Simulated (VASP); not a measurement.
# EuBe2 (Fd-3m) in VASP: notebook

EuBe2 is run at these levels: PBE; tasks: single point, relaxation of cell and atoms.

Everything below comes from runs of VASP 6.6.1. Logs are shortened: lines on timing, memory, paths and dates and some standing lists are left out, and cuts for length are marked.

## Step 1: The cell of the first run

The structure is cubic, space group Fd-3m (No. 227). Conventional cell: a = 7.268 Å, b = 7.268 Å, c = 7.268 Å, α = 90.00°, β = 90.00°, γ = 90.00°. Eu (site symmetry -43m) has 12 Be at 3.01 Å and 4 Eu at 3.15 Å within 4.0 Å. Be (site symmetry -3m) has 6 Be at 2.57 Å and 6 Eu at 3.01 Å within 3.4 Å.

The cell was built from a structure type or drawn by symmetry, and may not be a known phase.

## Step 2: Single point, PBE, collinear spin, ferromagnetic start

File INCAR:

```
PREC = Accurate
ENCUT = 520
EDIFF = 1E-7
ISMEAR = 0
SIGMA = 0.1
LREAL = F
LASPH = T
NELM = 150
ALGO = Normal
ISIF = 2
LWAVE = F
LCHARG = F
ISPIN = 2
MAGMOM = 7.25 7.25 0 0 0 0
LORBIT = 11
LMAXMIX = 6
GGA = PE
NBANDS = 34
```

File KPOINTS:

```
Automatic mesh
0
Gamma
  10 10 10
```

File POSCAR:

```
EuBe2
1.0
    0.0000000000      3.6338816734      3.6338816734
    3.6338816734      0.0000000000      3.6338816734
    3.6338816734      3.6338816734      0.0000000000
Eu Be
2 4
Direct
    0.5000000000      0.5000000000      0.5000000000
    0.7500000000      0.7500000000      0.7500000000
    0.1250000000      0.1250000000      0.1250000000
    0.6250000000      0.1250000000      0.1250000000
    0.1250000000      0.6250000000      0.1250000000
    0.1250000000      0.1250000000      0.6250000000
```

Potentials or basis: VASP PAW PBE potentials, release 64 (Eu, Be).

On the command line:

```sh
$ cat potpaw_PBE.64/Eu/POTCAR potpaw_PBE.64/Be/POTCAR > POTCAR
$ mpirun -np 1 vasp_std > vasp.out
```

OUTCAR:

```text
PREC = Accurate
   ENCUT = 520
   EDIFF = 1E-7
   ISMEAR = 0
   LREAL = F
   LASPH = T
   NELM = 150
   ISIF = 2
   ISPIN = 2
   LORBIT = 11
   GGA = PE

 ion  position               nearest neighbor table
   1  0.500  0.500  0.500-   2 3.15   2 3.15   2 3.15   2 3.15
   2  0.750  0.750  0.750-   1 3.15   1 3.15   1 3.15   1 3.15
   3  0.125  0.125  0.125-
   4  0.625  0.125  0.125-
   5  0.125  0.625  0.125-
   6  0.125  0.125  0.625-

  LATTYP: Found a face centered cubic cell.
 ALAT       =     7.2677633468

  Lattice vectors:

 A1 = (   0.0000000000,   3.6338816734,   3.6338816734)
 A2 = (   3.6338816734,   0.0000000000,   3.6338816734)
 A3 = (   3.6338816734,   3.6338816734,   0.0000000000)

Analysis of symmetry for initial positions (statically):
=====================================================================
 Subroutine PRICEL returns:
 Original cell was already a primitive cell.

 Routine SETGRP: Setting up the symmetry group for a
 face centered cubic supercell.

 Subroutine GETGRP returns: Found 48 space group operations
 (whereof 24 operations were pure point group operations)
 out of a pool of 48 trial point group operations.

The static configuration has the point symmetry T_d .
 The point group associated with its full space group is O_h .

Analysis of symmetry for dynamics (positions and initial velocities):
=====================================================================
 Subroutine PRICEL returns:
 Original cell was already a primitive cell.

 Routine SETGRP: Setting up the symmetry group for a
 face centered cubic supercell.

 Subroutine GETGRP returns: Found 48 space group operations
 (whereof 24 operations were pure point group operations)
 out of a pool of 48 trial point group operations.

The dynamic configuration has the point symmetry T_d .
 The point group associated with its full space group is O_h .

Analysis of structural, dynamic, and magnetic symmetry:
=====================================================================
 Subroutine PRICEL returns:
 Original cell was already a primitive cell.

 Routine SETGRP: Setting up the symmetry group for a
 face centered cubic supercell.

 Subroutine GETGRP returns: Found 48 space group operations
 (whereof 24 operations were pure point group operations)
 out of a pool of 48 trial point group operations.

The overall configuration has the point symmetry T_d .
 The point group associated with its full space group is O_h .

 Subroutine INISYM returns: Found 48 space group operations
 (whereof 24 operations are pure point group operations),
 and found     1 'primitive' translations

----------------------------------------------------------------------------------------

                                     Primitive cell

  volume of cell :      95.9715

  direct lattice vectors                    reciprocal lattice vectors
     0.000000000  3.633881673  3.633881673    -0.137593913  0.137593913  0.137593913
     3.633881673  0.000000000  3.633881673     0.137593913 -0.137593913  0.137593913
     3.633881673  3.633881673  0.000000000     0.137593913  0.137593913 -0.137593913

  length of vectors
     5.139084747  5.139084747  5.139084747     0.238319649  0.238319649  0.238319649

  position of ions in fractional coordinates (direct lattice)
     0.500000000  0.500000000  0.500000000
     0.750000000  0.750000000  0.750000000
     0.125000000  0.125000000  0.125000000
     0.625000000  0.125000000  0.125000000
     0.125000000  0.625000000  0.125000000
     0.125000000  0.125000000  0.625000000

  ion indices of the primitive-cell ions
   primitive index   ion index
                 1           1
                 2           2
                 3           3
                 4           4
                 5           5
                 6           6

[... 31 lines left out ...]
  0.300000  0.000000  0.000000      8.000000
  0.400000  0.000000  0.000000      8.000000
  0.500000  0.000000  0.000000      4.000000
[... 16 lines left out ...]
  0.300000  0.300000  0.000000      6.000000
  0.400000  0.300000  0.000000     24.000000
 [... further k-points ...]
   k-points           NKPTS =     47   k-points in BZ     NKDIM =     47   number of bands    NBANDS=     34
   number of dos      NEDOS =    301   number of ions     NIONS =      6
   total plane-waves  NPLWV =  64000
   dimension x,y,z NGX =    40 NGY =   40 NGZ =   40
   dimension x,y,z NGXF=    80 NGYF=   80 NGZF=   80
   ions per type =               2   4
   NGX,Y,Z   is equivalent  to a cutoff of  12.94, 12.94, 12.94 a.u.
   NGXF,Y,Z  is equivalent  to a cutoff of  25.88, 25.88, 25.88 a.u.
 SYSTEM =  unknown system
   PREC   = accura    normal or accurate (medium, high low for compatibility)
   ISTART =      0    job   : 0-new  1-cont  2-samecut
   ICHARG =      2    charge: 1-file 2-atom 10-const
   ISPIN  =      2    spin polarized calculation?
   LNONCOLLINEAR =      F non collinear calculations
[... 19 lines left out ...]
   ISMEAR =     0;   SIGMA  =   0.10  broadening in eV -4-tet -1-fermi 0-gaus
   EFERMI_NEDOS =   21; number of points for ismear=-14 and -15
   IALGO  =     38    algorithm
   IMIX   =      4    mixing-type and parameters
     AMIX     =   0.40;   BMIX     =  1.00
     AMIX_MAG =   1.60;   BMIX_MAG =  1.00
  volume/ion in A,a.u.               =      16.00       107.94
  Fermi-wavevector in a.u.,A,eV,Ry     =   1.242922  2.348782 21.019024  1.544855
  Thomas-Fermi vector in A             =   2.377255
   LORBIT       =     11    0 simple, 1 ext, 2 COOP (PROOUT), +10 PAW based schemes
   GGA     = PE    functional components
   LHFCALC =     F    Hartree Fock is set to
   AEXX    =    0.0000 exact exchange contribution
   IVDW    =     0    specifies the selected vdW correction
   LEPSILON=     F    determine dielectric tensor
   LRPA    =     F    only Hartree local field effects (RPA)
 spin polarized calculation
 Gauss-broadening in eV      SIGMA  =   0.10
  energy-cutoff  :      520.00
  volume of cell :       95.97
 maximum number of plane-waves:      2637
 NGX is ok and might be reduce to    40
   NGX = 19   NGY = 19   NGZ = 19

 number of electron      41.9999993 magnetization      13.2020583

 Free energy of the ion-electron system (eV)
  ---------------------------------------------------
  ext. energy  EPLUGINS =         0.00000000
  ---------------------------------------------------
  free energy    TOTEN  =       -36.17773871 eV

  energy without entropy =      -36.15170023  energy(sigma->0) =      -36.16471947

 E-fermi :   3.7677     XC(G=0): -10.3810

 val. band max:        3.7665608062   @ k =   0.3000   0.2000   0.0000
 cond. band min:       3.7799407753   @ k =   0.5000   0.3000   0.0000
 fundamental gap:      0.0133799691
 Fermi energy:         3.7676976876

 spin component 1

 k-point     1 :       0.0000    0.0000    0.0000
  band No.  band energies     occupation
      1     -37.3817      1.00000
      2     -37.0988      1.00000
      3     -16.3549      1.00000
      4     -16.3549      1.00000
      5     -16.3549      1.00000
      6     -15.6555      1.00000
[... 853 lines left out ...]
     32       5.5246      0.00000
     33       6.8062      0.00000

 [... further k-points ...]

 spin component 2

 k-point     1 :       0.0000    0.0000    0.0000
  band No.  band energies     occupation
      1     -34.4391      1.00000
      2     -34.1008      1.00000
      3     -14.2874      1.00000
      4     -14.2874      1.00000
      5     -14.2874      1.00000
      6     -13.5076      1.00000
[... 853 lines left out ...]
     32       8.2823      0.00000
     33       8.7090      0.00000

 [... further k-points ...]

 [bands above 33 left out]

------------------------ aborting loop because EDIFF is reached ----------------------------------------

  FORCE on cell =-STRESS in cart. coord.  units (eV):
  Direction    XX          YY          ZZ          XY          YZ          ZX
  --------------------------------------------------------------------------------------
  -------------------------------------------------------------------------------------
  Total       -0.0149627     -0.0149627     -0.0149627      0.0000000     -0.0000000      0.0000000
  in kB       -0.2497921     -0.2497921     -0.2497921      0.0000000     -0.0000000      0.0000000
  external PRESSURE =      -0.2497921 kB  Pullay stress =       0.0000000 kB

 VOLUME and BASIS-vectors are now :
 -----------------------------------------------------------------------------
  energy-cutoff  :      520.00
  volume of cell :       95.97
      direct lattice vectors                 reciprocal lattice vectors
     0.000000000  3.633881673  3.633881673    -0.137593913  0.137593913  0.137593913
     3.633881673  0.000000000  3.633881673     0.137593913 -0.137593913  0.137593913
     3.633881673  3.633881673  0.000000000     0.137593913  0.137593913 -0.137593913

 POSITION                                       TOTAL-FORCE (eV/Angst)
 -----------------------------------------------------------------------------------
      3.63388      3.63388      3.63388        -0.000000      0.000000     -0.000000
      5.45082      5.45082      5.45082         0.000000     -0.000000      0.000000
      0.90847      0.90847      0.90847         0.000000      0.000000      0.000000
      0.90847      2.72541      2.72541         0.000000      0.000000      0.000000
      2.72541      0.90847      2.72541         0.000000      0.000000      0.000000
      2.72541      2.72541      0.90847         0.000000      0.000000      0.000000
 -----------------------------------------------------------------------------------
    total drift:                               -0.000000     -0.000000      0.000000

  FREE ENERGIE OF THE ION-ELECTRON SYSTEM (eV)
  ---------------------------------------------------
  free  energy   TOTEN  =       -36.1777387079 eV

  energy  without entropy=      -36.1517002329  energy(sigma->0) =      -36.16471947

 total charge

# of ion       s       p       d       f       tot
--------------------------------------------------
    1        2.077   5.714   0.586   6.451  14.828
    2        2.077   5.714   0.586   6.451  14.828
    3        0.404   0.502   0.000   0.000   0.906
    4        0.404   0.502   0.000   0.000   0.906
    5        0.404   0.502   0.000   0.000   0.906
    6        0.404   0.502   0.000   0.000   0.906
--------------------------------------------------
tot          5.769  13.434   1.173  12.903  33.279

 magnetization (x)

# of ion       s       p       d       f       tot
--------------------------------------------------
    1       -0.000  -0.104   0.099   6.408   6.402
    2       -0.000  -0.104   0.099   6.408   6.402
    3       -0.009  -0.023   0.000   0.000  -0.031
    4       -0.009  -0.023   0.000   0.000  -0.031
    5       -0.009  -0.023   0.000   0.000  -0.031
    6       -0.009  -0.023   0.000   0.000  -0.031
--------------------------------------------------
tot         -0.036  -0.300   0.197  12.816  12.678
```

It took 18 min on 1 thread of Intel Xeon Platinum 8488C (Sapphire Rapids), shared host; peak memory 0.46 GiB.

Results:

| Item | Value |
| --- | --- |
| Free energy | -36.1777 eV |
| Pressure | 0.0 GPa |
| Net moment | 13.20 μB per cell |
| Site moments | Eu +6.40; Be -0.03 μB |
| Valence electrons inside the program's atomic spheres | Eu 14.83; Be 0.91 |

Levels at points of the mesh, in eV from the Fermi level:
Spin up:
| k point | band 25 | band 26 | band 27 | band 28 | band 29 | band 30 | band 31 | band 32 |
| --- | --- | --- | --- | --- | --- | --- | --- | --- |
| (0.00, 0.00, 0.00) | -0.33 | -0.30 | -0.30 | -0.30 | -0.21 | 0.09 | 0.09 | 0.09 |
| (0.50, 0.00, 0.00) | -0.39 | -0.31 | -0.21 | 0.08 | 0.08 | 1.30 | 1.39 | 1.39 |
| (0.50, 0.50, 0.00) | -0.41 | -0.41 | -0.18 | -0.18 | 1.41 | 1.41 | 1.92 | 1.92 |
Spin down:
```tsv
k point	band 12	band 13	band 14	band 15	band 16	band 17	band 18	band 19
(0.00, 0.00, 0.00)	-1.21	-0.66	-0.66	-0.66	-0.02	-0.02	-0.02	3.63
(0.50, 0.00, 0.00)	-1.79	-1.46	-0.23	-0.23	1.89	1.89	2.01	3.39
(0.50, 0.50, 0.00)	-1.46	-1.06	-1.06	1.19	1.19	2.70	2.70	2.80
```

Caveat: spin-orbit coupling is left out, which moves the levels of the heavy elements; semilocal functionals describe open f shells poorly, which spoils levels, moments and volumes.

## Step 3: Single point, PBE, collinear spin, ferromagnetic start

This run uses another cell than the first one, of 16.12 Å³/atom.

File INCAR:

```
SYSTEM = EuBe2
PREC     = Accurate       ! precision mode
ENCUT    = 520            ! plane-wave cutoff, eV
EDIFF    = 1E-6           ! SCF threshold, eV
ISMEAR   = 0              ! smearing method
SIGMA    = 0.1            ! smearing width, eV
LREAL    = .FALSE.        ! projectors in reciprocal space
LASPH    = .TRUE.         ! aspherical terms in the spheres
NELM     = 150            ! most SCF steps
ALGO     = Normal         ! electronic algorithm
ISIF     = 2              ! what is computed and relaxed
LWAVE    = .FALSE.        ! write WAVECAR
LCHARG   = .FALSE.        ! write CHGCAR
ISPIN    = 2              ! spin polarisation
MAGMOM   = 7 7 0 0 0 0    ! initial moments
LORBIT   = 11             ! projections on sites
LMAXMIX  = 6              ! l up to which the mixer works
GGA      = PE             ! functional
NBANDS   = 34             ! bands
```

File KPOINTS:

```
Automatic mesh
0
G
  4 4 4
  0 0 0
```

File POSCAR:

```
EuBe2
1.0
    0.0000000000      3.6433169832      3.6433169832
    3.6433169832      0.0000000000      3.6433169832
    3.6433169832      3.6433169832      0.0000000000
Eu Be
2 4
Direct
    0.0000000000      0.0000000000      0.0000000000
    0.2500000000      0.2500000000      0.2500000000
    0.6250000000      0.6250000000      0.6250000000
    0.1250000000      0.6250000000      0.6250000000
    0.6250000000      0.1250000000      0.6250000000
    0.6250000000      0.6250000000      0.1250000000
```

Potentials or basis: VASP PAW PBE potentials, release 64 (Eu, Be).

On the command line:

```sh
$ cat potpaw_PBE.64/Eu/POTCAR potpaw_PBE.64/Be/POTCAR > POTCAR
$ mpirun -np 1 vasp_std > vasp.out
```

It took 3.2 min on 1 thread of Intel Xeon Platinum 8488C (Sapphire Rapids), shared host; peak memory 0.3 GiB.

It converged, with:

* Free energy: -36.1597 eV
* Pressure: -0.3 GPa
* Net moment: 13.52 μB per cell
* Site moments: Eu +6.44; Be -0.01 μB
* Valence electrons inside the program's atomic spheres: Eu 14.83; Be 0.90

Levels at points of the mesh, in eV from the Fermi level:
Spin up:
| k point | band 26 | band 27 | band 28 | band 29 | band 30 | band 31 |
| --- | --- | --- | --- | --- | --- | --- |
| (0.00, 0.00, 0.00) | -0.32 | -0.32 | -0.32 | -0.23 | 0.01 | 0.01 |
| (0.50, 0.00, 0.00) | -0.33 | -0.24 | 0.02 | 0.02 | 1.19 | 1.26 |
| (0.50, 0.50, 0.00) | -0.42 | -0.22 | -0.22 | 1.30 | 1.30 | 1.81 |
Spin down:
```tsv
k point	band 13	band 14	band 15	band 16	band 17	band 18
(0.00, 0.00, 0.00)	-0.72	-0.72	-0.72	-0.08	-0.08	-0.08
(0.50, 0.00, 0.00)	-1.54	-0.28	-0.28	1.82	1.82	1.95
(0.50, 0.50, 0.00)	-1.13	-1.13	1.15	1.15	2.64	2.64
```

Caveat: the k points lie up to 0.37 Å⁻¹ apart; spin-orbit coupling is left out, which moves the levels of the heavy elements; semilocal functionals describe open f shells poorly, which spoils levels, moments and volumes.

## Step 4: Relaxation of cell and atoms, PBE, collinear spin, ferromagnetic start

This run uses another cell than the first one, of 14.80 Å³/atom.

File INCAR:

```
SYSTEM = EuBe2
  PREC = Accurate
  ENCUT = 600
  EDIFF = 1E-6
  ISMEAR = 0
  SIGMA = 0.1
  LREAL = .False.
  LASPH = .True.
  NELM = 150
  ALGO = Normal
  ISIF = 3
  LWAVE = .False.
  LCHARG = .False.
  ISPIN = 2
  MAGMOM = 7 7 0 0 0 0
  LORBIT = 11
  LMAXMIX = 6
  GGA = PE
  IBRION = 2
  NSW = 90
  EDIFFG = -0.04
```

File KPOINTS:

```
Automatic mesh
0
Gamma
  4 4 4
  0 0 0
```

Edit POSCAR of step 3 so:

```diff
@@ -2,5 +2,5 @@
 1.0
-    0.0000000000      3.6433169832      3.6433169832
-    3.6433169832      0.0000000000      3.6433169832
-    3.6433169832      3.6433169832      0.0000000000
+    0.0000000000      3.5409867700      3.5409867700
+    3.5409867700      0.0000000000      3.5409867700
+    3.5409867700      3.5409867700      0.0000000000
 Eu Be
```

On the command line:

```sh
$ cat potpaw_PBE.64/Eu/POTCAR potpaw_PBE.64/Be/POTCAR > POTCAR
$ mpirun -np 1 vasp_std > vasp.out
```

It took 7 min on 1 thread of Intel Xeon Platinum 8488C (Sapphire Rapids), shared host; peak memory 0.32 GiB.

The run converged. Its results:

```
Free energy                                           : -36.1610 eV
Relaxed volume                                        : 15.92 Å³/atom
Relaxed cell                                          : a = 5.131 Å, b = 5.131 Å, c = 5.131 Å, α = 60.00°, β = 60.00°, γ = 60.00°
Space group after relaxing (to 0.1 Å)                 : Fd-3m (No. 227)
Energy gained by relaxing                             : 18.5 meV/atom
Ionic steps                                           : 2
Pressure after relaxing                               : 0.3 GPa
Net moment                                            : 13.50 μB per cell
Site moments                                          : Eu +6.44; Be -0.01 μB
Valence electrons inside the program's atomic spheres : Eu 14.84; Be 0.91
```

Step by step:
```tsv
step	energy change (eV)	largest force (eV/Å)	pressure (GPa)	volume (Å³)
1	0.0000	0.0000	5.53	88.80
2	-0.1109	0.0000	0.32	95.53
```

Final structure:
```
Eu Be
1.0
     0.00000    3.62826    3.62826
     3.62826    0.00000    3.62826
     3.62826    3.62826    0.00000
Eu Be
2 4
Cartesian
  0.0000 0.0000 0.0000
  1.8141 1.8141 1.8141
  4.5353 4.5353 4.5353
  4.5353 2.7212 2.7212
  2.7212 4.5353 2.7212
  2.7212 2.7212 4.5353
```

Levels at points of the mesh, in eV from the Fermi level:
Spin up:
| k point | band 25 | band 26 | band 27 | band 28 | band 29 | band 30 | band 31 | band 32 |
| --- | --- | --- | --- | --- | --- | --- | --- | --- |
| (0.00, 0.00, 0.00) | -0.35 | -0.32 | -0.32 | -0.32 | -0.22 | 0.02 | 0.02 | 0.02 |
| (0.50, 0.00, 0.00) | -0.40 | -0.33 | -0.24 | 0.01 | 0.01 | 1.21 | 1.28 | 1.28 |
| (0.50, 0.50, 0.00) | -0.42 | -0.42 | -0.22 | -0.22 | 1.31 | 1.31 | 1.83 | 1.83 |
Spin down:
| k point | band 11 | band 12 | band 13 | band 14 | band 15 | band 16 | band 17 | band 18 | band 19 | band 20 |
| --- | --- | --- | --- | --- | --- | --- | --- | --- | --- | --- |
| (0.00, 0.00, 0.00) | -1.28 | -1.28 | -0.72 | -0.72 | -0.72 | -0.08 | -0.08 | -0.08 | 3.61 | 3.84 |
| (0.50, 0.00, 0.00) | -1.86 | -1.86 | -1.55 | -0.29 | -0.29 | 1.84 | 1.84 | 1.96 | 3.36 | 3.36 |
| (0.50, 0.50, 0.00) | -1.53 | -1.53 | -1.12 | -1.12 | 1.13 | 1.13 | 2.64 | 2.64 | 2.76 | 2.76 |

Caveat: the k points lie up to 0.37 Å⁻¹ apart in the final cell; spin-orbit coupling is left out, which moves the levels of the heavy elements; semilocal functionals describe open f shells poorly, which spoils levels, moments and volumes.

## Step 5: Overview

| task | cell | k mesh | cutoff (eV) | gap on the mesh (eV) | pressure (GPa) | moment (μB) |
| --- | --- | --- | --- | --- | --- | --- |
| single point | a = 5.139 Å, angles 60.0°, 6 atoms | 10 × 10 × 10 | 520 | none | 0.0 | 13.20 |
| single point | a = 5.152 Å, angles 60.0°, 6 atoms | 4 × 4 × 4 | 520 | none | -0.3 | 13.52 |
| relaxation of cell and atoms | relaxed from a = 5.008 Å, angles 60.0°, 6 atoms | 4 × 4 × 4 | 600 | none | 0.3 | 13.50 |

Alike in all rows: level PBE; potentials or basis VASP PAW PBE potentials, release 64 (Eu, Be); spin collinear, ferromagnetic start; smearing gaussian 0.1 eV.

Caveats: some runs use coarse meshes; spin-orbit coupling is left out, which moves the levels of the heavy elements; semilocal functionals describe open f shells poorly, which spoils levels, moments and volumes.

Total energies depend on the potentials used, so only differences within one code and one set of settings carry meaning.
